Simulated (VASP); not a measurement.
# W (P4_2mc) in VASP: a series of runs

W is run at these levels: PBEsol; tasks: single point.

All numbers are computed with VASP 6.6.1; they aren't measurements. Logs are shortened: lines on timing, memory, paths and dates and some standing lists are left out, and cuts for length are marked.

## (1) The cell of the first run

Symmetry: P4_2mc, No. 105, tetragonal system. Conventional cell: a = 5.032 Å, b = 5.032 Å, c = 5.032 Å, α = 90.00°, β = 90.00°, γ = 90.00°. Within 3.6 Å of W (site symmetry 2mm) lie 12 W at 2.75 to 2.88 Å. Within 3.3 Å of W (site symmetry m) lie 14 W at 2.52 to 3.15 Å. Within 3.3 Å of W (site symmetry 2mm) lie 14 W at 2.52 to 3.15 Å.

## (2) Single point, PBEsol (atoms displaced along a vibrational mode)

File INCAR:

```
ALGO = Fast ; EDIFF = 1E-6
ENCUT = 520 ; GGA = PS
ISIF = 2 ; ISMEAR = 0
LASPH = T ; LCHARG = F
LREAL = F ; LUSENCCL = F
LWAVE = F ; NBANDS = 66
NELM = 80 ; PREC = Accurate
SIGMA = 0.15
```

File KPOINTS:

```
k-points
0
Gamma
  8 8 8
```

File POSCAR:

```
W
1.0
    5.0320434148      0.0000000000      0.0000000000
    0.0000000000      5.0320434148      0.0000000000
    0.0000000000      0.0000000000      5.0320434148
W
8
Direct
   -0.0051129928      0.0000000000      0.0000000000
    0.4948870072      0.5000000000      0.5000000000
   -0.0093670891      0.5000000000      0.2500000000
   -0.0093670891      0.5000000000      0.7500000000
    0.2738471710      0.0000000000      0.5000000000
    0.7738471710      0.0000000000      0.5000000000
    0.4906329109      0.7500000000      0.0000000000
    0.4906329109      0.2500000000      0.0000000000
```

Potentials or basis: VASP PAW PBE potentials, release 64 (W_sv).

Launch:

```console
$ cat potpaw_PBE.64/W_sv/POTCAR > POTCAR
$ mpirun -np 1 vasp_std > vasp.out
```

OUTCAR:

```text
EDIFF = 1E-6
   ENCUT = 520
   GGA = PS
   ISIF = 2
   ISMEAR = 0
   LASPH = T
   LREAL = F
   NELM = 80
   PREC = Accurate

 ion  position               nearest neighbor table
   1  0.995  0.000  0.000-   6 2.75   6 2.75   8 2.79   7 2.79   3 2.81   4 2.81   3 2.81   4 2.81
                             7 2.83   8 2.83   5 2.88   5 2.88
   2  0.495  0.500  0.500-   5 2.75   5 2.75   3 2.79   4 2.79   8 2.81   7 2.81   8 2.81   7 2.81
                             3 2.83   4 2.83   6 2.88   6 2.88
   3  0.991  0.500  0.250-   4 2.52   4 2.52   2 2.79   1 2.81   1 2.81   2 2.83   6 3.02   6 3.02
                             8 3.08   7 3.08   7 3.08   8 3.08   5 3.15   5 3.15
   4  0.991  0.500  0.750-   3 2.52   3 2.52   2 2.79   1 2.81   1 2.81   2 2.83   6 3.02   6 3.02
                             8 3.08   7 3.08   7 3.08   8 3.08   5 3.15   5 3.15
   5  0.274  0.000  0.500-   6 2.52   6 2.52   2 2.75   2 2.75   1 2.88   1 2.88   7 3.02   8 3.02
                             8 3.02   7 3.02   3 3.15   3 3.15   4 3.15   4 3.15
   6  0.774  0.000  0.500-   5 2.52   5 2.52   1 2.75   1 2.75   2 2.88   2 2.88   3 3.02   3 3.02
                             4 3.02   4 3.02   8 3.15   7 3.15   7 3.15   8 3.15
   7  0.491  0.750  0.000-   8 2.52   8 2.52   1 2.79   2 2.81   2 2.81   1 2.83   5 3.02   5 3.02
                             4 3.08   3 3.08   3 3.08   4 3.08   6 3.15   6 3.15
   8  0.491  0.250  0.000-   7 2.52   7 2.52   1 2.79   2 2.81   2 2.81   1 2.83   5 3.02   5 3.02
                             4 3.08   3 3.08   3 3.08   4 3.08   6 3.15   6 3.15

  LATTYP: Found a simple cubic cell.
 ALAT       =     5.0320434148

  Lattice vectors:

 A1 = (   5.0320434148,   0.0000000000,   0.0000000000)
 A2 = (   0.0000000000,   5.0320434148,   0.0000000000)
 A3 = (   0.0000000000,   0.0000000000,   5.0320434148)

Analysis of symmetry for initial positions (statically):
=====================================================================
 Subroutine PRICEL returns:
 Original cell was already a primitive cell.

 Routine SETGRP: Setting up the symmetry group for a
 simple cubic supercell.

 Subroutine GETGRP returns: Found  8 space group operations
 (whereof  4 operations were pure point group operations)
 out of a pool of 48 trial point group operations.

The static configuration has the point symmetry C_2v.
 The point group associated with its full space group is C_4v.

Analysis of symmetry for dynamics (positions and initial velocities):
=====================================================================
 Subroutine PRICEL returns:
 Original cell was already a primitive cell.

 Routine SETGRP: Setting up the symmetry group for a
 simple cubic supercell.

 Subroutine GETGRP returns: Found  8 space group operations
 (whereof  4 operations were pure point group operations)
 out of a pool of 48 trial point group operations.

The dynamic configuration has the point symmetry C_2v.
 The point group associated with its full space group is C_4v.

 Subroutine INISYM returns: Found  8 space group operations
 (whereof  4 operations are pure point group operations),
 and found     1 'primitive' translations

----------------------------------------------------------------------------------------

                                     Primitive cell

  volume of cell :     127.4187

  direct lattice vectors                    reciprocal lattice vectors
     5.032043415  0.000000000  0.000000000     0.198726425  0.000000000  0.000000000
     0.000000000  5.032043415  0.000000000     0.000000000  0.198726425  0.000000000
     0.000000000  0.000000000  5.032043415     0.000000000  0.000000000  0.198726425

  length of vectors
     5.032043415  5.032043415  5.032043415     0.198726425  0.198726425  0.198726425

  position of ions in fractional coordinates (direct lattice)
     0.994887007  0.000000000  0.000000000
     0.494887007  0.500000000  0.500000000
     0.990632911  0.500000000  0.250000000
     0.990632911  0.500000000  0.750000000
     0.273847171  0.000000000  0.500000000
     0.773847171  0.000000000  0.500000000
     0.490632911  0.750000000  0.000000000
     0.490632911  0.250000000  0.000000000

  ion indices of the primitive-cell ions
   primitive index   ion index
                 1           1
                 2           2
                 3           3
                 4           4
                 5           5
                 6           6
                 7           7
                 8           8

----------------------------------------------------------------------------------------

 KPOINTS: k-points

Automatic generation of k-mesh.
 Grid dimensions read from file:
 generate k-points for:    8    8    8

 Generating k-lattice:

  Cartesian coordinates                     Fractional coordinates (reciprocal lattice)
     0.024840803  0.000000000  0.000000000     0.125000000  0.000000000  0.000000000
     0.000000000  0.024840803  0.000000000     0.000000000  0.125000000  0.000000000
     0.000000000  0.000000000  0.024840803     0.000000000  0.000000000  0.125000000

  Length of vectors
     0.024840803  0.024840803  0.024840803

  Shift w.r.t. Gamma in fractional coordinates (k-lattice)
     0.000000000  0.000000000  0.000000000

 Subroutine IBZKPT returns following result:
 ===========================================

 Found     75 irreducible k-points:

 Following reciprocal coordinates:
            Coordinates               Weight
  0.000000  0.000000  0.000000      1.000000
  0.125000  0.000000  0.000000      2.000000
  0.000000  0.125000  0.000000      4.000000
  0.250000  0.000000  0.000000      2.000000
  0.000000  0.250000  0.000000      4.000000
  0.375000  0.000000  0.000000      2.000000
[... 16 lines left out ...]
  0.375000  0.250000  0.000000      8.000000
  0.000000  0.375000  0.250000      8.000000
 [... further k-points ...]
   k-points           NKPTS =     75   k-points in BZ     NKDIM =     75   number of bands    NBANDS=     66
   number of dos      NEDOS =    301   number of ions     NIONS =      8
   total plane-waves  NPLWV =  64000
   dimension x,y,z NGX =    40 NGY =   40 NGZ =   40
   dimension x,y,z NGXF=    80 NGYF=   80 NGZF=   80
   ions per type =               8
   NGX,Y,Z   is equivalent  to a cutoff of  13.21, 13.21, 13.21 a.u.
   NGXF,Y,Z  is equivalent  to a cutoff of  26.43, 26.43, 26.43 a.u.
 SYSTEM =  unknown system
   PREC   = accura    normal or accurate (medium, high low for compatibility)
   ISTART =      0    job   : 0-new  1-cont  2-samecut
   ICHARG =      2    charge: 1-file 2-atom 10-const
   ISPIN  =      1    spin polarized calculation?
   LNONCOLLINEAR =      F non collinear calculations
   LSORBIT =      F    spin-orbit coupling
   LASPH  =      T    aspherical Exc in radial PAW
   ENCUT  =  520.0 eV  38.22 Ry    6.18 a.u.   9.36  9.36  9.36*2*pi/ulx,y,z
   NELM   =     80;   NELMIN=  2; NELMDL= -5     # of ELM steps
   EDIFF  = 0.1E-05   stopping-criterion for ELM
   LREAL  =      F    real-space projection
   EDIFFG = 0.1E-04   stopping-criterion for IOM
   NSW    =      0    number of steps for IOM
   IBRION =     -1    ionic relax: 0-MD 1-quasi-New 2-CG
   NFREE  =      0    steps in history (QN), initial steepest desc. (CG)
   ISIF   =      2    stress and relaxation
   ISYM   =      2    0-nonsym 1-usesym 2-fastsym
   POTIM  = 0.5000    time-step for ionic-motion
   TEBEG  =    0.0;   TEEND  =   0.0 temperature during run
   PSTRESS=    0.0 pullay stress
   NELECT =     112.0000    total number of electrons
   NUPDOWN=      -1.0000    fix difference up-down
   EMIN   =  10.00;   EMAX   =-10.00  energy-range for DOS
   EFERMI =   0.00;   METHOD = LEGACY
   ISMEAR =     0;   SIGMA  =   0.15  broadening in eV -4-tet -1-fermi 0-gaus
   EFERMI_NEDOS =   21; number of points for ismear=-14 and -15
   IALGO  =     68    algorithm
   IMIX   =      4    mixing-type and parameters
     AMIX     =   0.40;   BMIX     =  1.00
     AMIX_MAG =   1.60;   BMIX_MAG =  1.00
  volume/ion in A,a.u.               =      15.93       107.48
  Fermi-wavevector in a.u.,A,eV,Ry     =   1.568206  2.963480 33.460403  2.459270
  Thomas-Fermi vector in A             =   2.670272
   LORBIT       =      0    0 simple, 1 ext, 2 COOP (PROOUT), +10 PAW based schemes
   GGA     = PS    functional components
   LHFCALC =     F    Hartree Fock is set to
   AEXX    =    0.0000 exact exchange contribution
   IVDW    =     0    specifies the selected vdW correction
   LEPSILON=     F    determine dielectric tensor
   LRPA    =     F    only Hartree local field effects (RPA)
 non-spin polarized calculation
 RMM-DIIS sequential band-by-band and
 Gauss-broadening in eV      SIGMA  =   0.15
  energy-cutoff  :      520.00
  volume of cell :      127.42
 maximum number of plane-waves:      3468
 NGX is ok and might be reduce to    40
   NGX = 19   NGY = 19   NGZ = 19

 number of electron     111.9999976 magnetization

 Free energy of the ion-electron system (eV)
  ---------------------------------------------------
  ext. energy  EPLUGINS =         0.00000000
  ---------------------------------------------------
  free energy    TOTEN  =      -109.55504731 eV

  energy without entropy =     -109.52992517  energy(sigma->0) =     -109.54248624

 E-fermi :  10.9726     XC(G=0): -13.7175

 val. band max:       10.9234303150   @ k =   0.3750   0.3750   0.1250
 cond. band min:      10.9933757923   @ k =   0.1250   0.1250   0.0000
 fundamental gap:      0.0699454773
 Fermi energy:        10.9726083122

 k-point     1 :       0.0000    0.0000    0.0000
  band No.  band energies     occupation
      1     -62.9977      2.00000
      2     -62.9488      2.00000
      3     -62.9421      2.00000
      4     -62.7981      2.00000
      5     -62.7981      2.00000
      6     -62.7899      2.00000
[... 58 lines left out ...]
     65      13.2478      0.00000
     66      13.9743      0.00000

 k-point     2 :       0.1250    0.0000    0.0000
  band No.  band energies     occupation
      1     -62.9944      2.00000
      2     -62.9499      2.00000
      3     -62.9376      2.00000
      4     -62.7981      2.00000
      5     -62.7981      2.00000
      6     -62.7964      2.00000
[... 1507 lines left out ...]
     65      13.3341      0.00000
     66      14.1659      0.00000

 k-point    24 :       0.0000    0.3750    0.2500
  band No.  band energies     occupation
      1     -62.9605      2.00000
      2     -62.9403      2.00000
      3     -62.9086      2.00000
      4     -62.8496      2.00000
      5     -62.8225      2.00000
      6     -62.7895      2.00000
[... 58 lines left out ...]
     65      13.3606      0.00000
     66      14.2263      0.00000

 [... further k-points ...]
[... 5 lines left out ...]
  --------------------------------------------------------------------------------------
  -------------------------------------------------------------------------------------
  Total        1.1009524      0.9337128      0.9337128      0.0000000      0.0000000      0.0000000
  in kB       13.8435023     11.7406120     11.7406120      0.0000000      0.0000000      0.0000000
  external PRESSURE =      12.4415754 kB  Pullay stress =       0.0000000 kB

 VOLUME and BASIS-vectors are now :
 -----------------------------------------------------------------------------
  energy-cutoff  :      520.00
  volume of cell :      127.42
      direct lattice vectors                 reciprocal lattice vectors
     5.032043415  0.000000000  0.000000000     0.198726425  0.000000000  0.000000000
     0.000000000  5.032043415  0.000000000     0.000000000  0.198726425  0.000000000
     0.000000000  0.000000000  5.032043415     0.000000000  0.000000000  0.198726425

 POSITION                                       TOTAL-FORCE (eV/Angst)
 -----------------------------------------------------------------------------------
      5.00631      0.00000      0.00000         0.184074     -0.000000     -0.000000
      2.49029      2.51602      2.51602         0.184074     -0.000000     -0.000000
      4.98491      2.51602      1.25801         0.331793     -0.000000     -0.004902
      4.98491      2.51602      3.77403         0.331793     -0.000000      0.004902
      1.37801      0.00000      2.51602        -0.847661     -0.000000     -0.000000
      3.89403      0.00000      2.51602        -0.847661     -0.000000     -0.000000
      2.46889      3.77403      0.00000         0.331793     -0.004902     -0.000000
      2.46889      1.25801      0.00000         0.331793      0.004902     -0.000000
 -----------------------------------------------------------------------------------
    total drift:                                0.000145      0.000000      0.000001

  FREE ENERGIE OF THE ION-ELECTRON SYSTEM (eV)
  ---------------------------------------------------
  free  energy   TOTEN  =      -109.5550473114 eV

  energy  without entropy=     -109.5299251661  energy(sigma->0) =     -109.54248624
```

Run time: 8.3 min. Hardware: 1 × NVIDIA H100 80GB with 1 thread of AMD EPYC 7R13 (Zen 3), shared host; peak memory 1.6 GiB.

Results:

```
Free energy            : -109.5550 eV
Pressure               : 1.2 GPa
Largest force          : 0.848 eV/Å
Band gap on the k mesh : zero (bands 56 and 57 overlap by 0.92 eV)
```

Forces on the atoms (eV/Å):
```
W    0.184  0.000  0.000
W    0.184  0.000  0.000
W    0.332  0.000 -0.005
W    0.332  0.000  0.005
W   -0.848  0.000  0.000
W   -0.848  0.000  0.000
W    0.332 -0.005  0.000
W    0.332  0.005  0.000
```

Stress tensor (GPa, compression positive):
```
1.38 0.00 0.00
0.00 1.17 0.00
0.00 0.00 1.17
```

Levels at points of the mesh, in eV from the Fermi level:
```csv
k point,band 53,band 54,band 55,band 56,band 57,band 58,band 59,band 60
"(0.00, 0.00, 0.00)",-1.56,-1.53,-0.54,-0.48,-0.48,1.26,1.64,1.64
"(0.50, 0.00, 0.00)",-1.12,-1.12,-0.92,-0.92,0.61,0.61,0.74,0.74
"(0.00, 0.50, 0.00)",-1.15,-1.12,-0.91,-0.90,0.47,0.56,0.82,0.82
"(0.50, 0.50, 0.00)",-1.09,-0.96,-0.90,0.12,0.26,0.36,0.58,1.05
"(0.00, 0.50, 0.50)",-1.29,-0.95,-0.95,0.27,0.27,0.28,0.58,0.96
"(0.50, 0.50, 0.50)",-1.37,-1.37,-1.36,-1.36,1.36,1.36,1.36,1.36
```

Caveat: the cell differs from its parent crystal (atoms displaced along a vibrational mode); the PAW data sets were made with another functional, which shifts forces and pressure a little; spin-orbit coupling is left out, which moves the levels of the heavy elements.

## (3) Single point, PBEsol (atoms displaced along a vibrational mode)

File INCAR:

```
SYSTEM = W
PREC     = Accurate       ! precision mode
ENCUT    = 520            ! plane-wave cutoff, eV
EDIFF    = 1E-7           ! SCF threshold, eV
ISMEAR   = 0              ! smearing method
SIGMA    = 0.15           ! smearing width, eV
LREAL    = .FALSE.        ! projectors in reciprocal space
LASPH    = .TRUE.         ! aspherical terms in the spheres
NELM     = 100            ! most SCF steps
ALGO     = Fast           ! electronic algorithm
ISIF     = 2              ! what is computed and relaxed
LWAVE    = .FALSE.        ! write WAVECAR
LCHARG   = .FALSE.        ! write CHGCAR
GGA      = PS             ! functional
NBANDS   = 66             ! bands
LUSENCCL = .FALSE.
```

File KPOINTS:

```
regular mesh
0
G
  8 8 8
  0 0 0
```

File POSCAR:

```
W
1.0
    5.0320434148      0.0000000000      0.0000000000
    0.0000000000      5.0320434148      0.0000000000
    0.0000000000      0.0000000000      5.0320434148
W
8
Direct
    0.0044738687      0.0000000000      0.0000000000
    0.5044738687      0.5000000000      0.5000000000
    0.0081962030      0.5000000000      0.2500000000
    0.0081962030      0.5000000000      0.7500000000
    0.2291337253      0.0000000000      0.5000000000
    0.7291337253      0.0000000000      0.5000000000
    0.5081962030      0.7500000000      0.0000000000
    0.5081962030      0.2500000000      0.0000000000
```

Potentials or basis: VASP PAW PBE potentials, release 64 (W_sv).

Launch:

```console
$ cat potpaw_PBE.64/W_sv/POTCAR > POTCAR
$ mpirun -np 1 vasp_std > vasp.out
```

It took 9.2 min on 1 × NVIDIA H100 80GB with 1 thread of AMD EPYC 7R13 (Zen 3), shared host; peak memory 1.6 GiB.

Results (log left out):

| Item | Value |
| --- | --- |
| Free energy | -109.5872 eV |
| Pressure | 1.1 GPa |
| Largest force | 0.737 eV/Å |
| Band gap on the k mesh | zero (bands 56 and 57 overlap by 0.92 eV) |

Forces in eV/Å, atoms in the order of the input:
```
W   -0.160  0.000  0.000
W   -0.160  0.000  0.000
W   -0.289  0.000 -0.003
W   -0.289  0.000  0.003
W    0.737  0.000  0.000
W    0.737  0.000  0.000
W   -0.289 -0.003  0.000
W   -0.289  0.003  0.000
```

Stress tensor (GPa, compression positive):
```
1.25 0.00 0.00
0.00 1.07 0.00
0.00 0.00 1.07
```

Levels at points of the mesh, in eV from the Fermi level:
```
           k point  band 52  band 53  band 54  band 55  band 56  band 57  band 58  band 59  band 60  band 61
(0.00, 0.00, 0.00)    -1.92    -1.55    -1.52    -0.53    -0.49    -0.49     1.32     1.64     1.65     1.65
(0.50, 0.00, 0.00)    -1.23    -1.13    -1.13    -0.93    -0.93     0.60     0.60     0.76     0.76     1.14
(0.00, 0.50, 0.00)    -1.26    -1.15    -1.12    -0.92    -0.91     0.49     0.56     0.82     0.82     1.21
(0.50, 0.50, 0.00)    -1.60    -1.13    -0.96    -0.91     0.15     0.27     0.36     0.58     1.05     1.08
(0.00, 0.50, 0.50)    -1.66    -1.29    -0.95    -0.95     0.27     0.27     0.29     0.58     0.98     1.06
(0.50, 0.50, 0.50)    -1.38    -1.37    -1.37    -1.37    -1.37     1.36     1.36     1.36     1.36     1.37
```

Caveat: the cell differs from its parent crystal (atoms displaced along a vibrational mode); the PAW data sets were made with another functional, which shifts forces and pressure a little; spin-orbit coupling is left out, which moves the levels of the heavy elements.

The gap in the log of VASP goes by the Fermi energy; the results here count the filled bands.